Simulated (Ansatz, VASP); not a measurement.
**One calculation of Al3GaN4, two programs**

The input INCAR:

```
PREC = Accurate
ENCUT = 520
EDIFF = 1E-7
ISMEAR = 0
SIGMA = 0.05
LREAL = F
LASPH = T
NELM = 80
ALGO = Normal
ISIF = 2
LWAVE = F
LCHARG = F
GGA = PS
NBANDS = 31
```

KPOINTS

```
regular mesh
0
Gamma
  6 6 6
```

The input POSCAR:

```
Al3GaN4
1.0
    4.0544352532      0.0000000000      0.0000000000
    0.0000000000      4.0544352532      0.0000000000
    0.0000000000      0.0000000000      4.4069948404
Al Ga N
3 1 4
Direct
    0.5000000000      0.5000000000      0.0000000000
    0.5000000000      0.0000000000      0.5000000000
    0.0000000000      0.5000000000      0.5000000000
    0.0000000000      0.0000000000      0.0000000000
    0.7447077174      0.7447077174      0.2552922826
    0.7447077174      0.2552922826      0.7447077174
    0.2552922826      0.7447077174      0.7447077174
    0.2552922826      0.2552922826      0.2552922826
```

Input for Ansatz:

```yaml
crystal:
  lattice:
    - [4.0544352532, 0.0, 0.0]
    - [0.0, 4.0544352532, 0.0]
    - [0.0, 0.0, 4.4069948404]
  atoms:
    - { symbol: Al, position: [0.5, 0.5, 0.0] }
    - { symbol: Al, position: [0.5, 0.0, 0.5] }
    - { symbol: Al, position: [0.0, 0.5, 0.5] }
    - { symbol: Ga, position: [0.0, 0.0, 0.0] }
    - { symbol: "N", position: [0.7447077174, 0.7447077174, 0.2552922826] }
    - { symbol: "N", position: [0.7447077174, 0.2552922826, 0.7447077174] }
    - { symbol: "N", position: [0.2552922826, 0.7447077174, 0.7447077174] }
    - { symbol: "N", position: [0.2552922826, 0.2552922826, 0.2552922826] }
basis:
  ecutwfc: 420
kpoints:
  mp_grid: { grid: [6, 6, 6] }
hamiltonian:
  xc: pbesol
scf:
  occupations: { method: gaussian, width: 0.05 }
output:
  forces: true
  stress: true
  eigenvalues: true
```

Change from the starting cell: strain -0.080 along x and y, +0.000 along z, atoms carried along.

Alike in both runs: task single point; functional PBEsol; k mesh 6 × 6 × 6; occupations gaussian, width 0.05 eV; no spin polarisation.

|  | VASP | Ansatz |
| --- | --- | --- |
| version | VASP 6.6.1 | Ansatz 0.2.0 |
| potentials or method | VASP PAW PBE potentials, release 64 (Al, Ga_d, N), cutoff 520 eV | scalar-relativistic, plane waves, PAW |
| valence electrons in the cell | 42 | 42 |

VASP gave:

* gap on the k mesh at the Fermi level (eV): 3.08
* least direct gap on the mesh (eV): 3.14
* pressure (GPa): 45.3
* traceless stress, the component that is largest in VASP (GPa): -8.01
* rms of the force components (eV/Å): 0.053

Q: What did Ansatz give for the same quantities?

A: gap on the k mesh at the Fermi level (eV): 3.09; least direct gap on the mesh (eV): 3.15; pressure (GPa): 45.0; traceless stress, the component that is largest in VASP (GPa): -8.00; rms of the force components (eV/Å): 0.059.

VASP's potentials were made for PBE, not for PBEsol. Atom by atom the forces differ by 0.016 eV/Å (rms over components). Both programs put the cell under a high pressure, so it lies far from rest at this level.
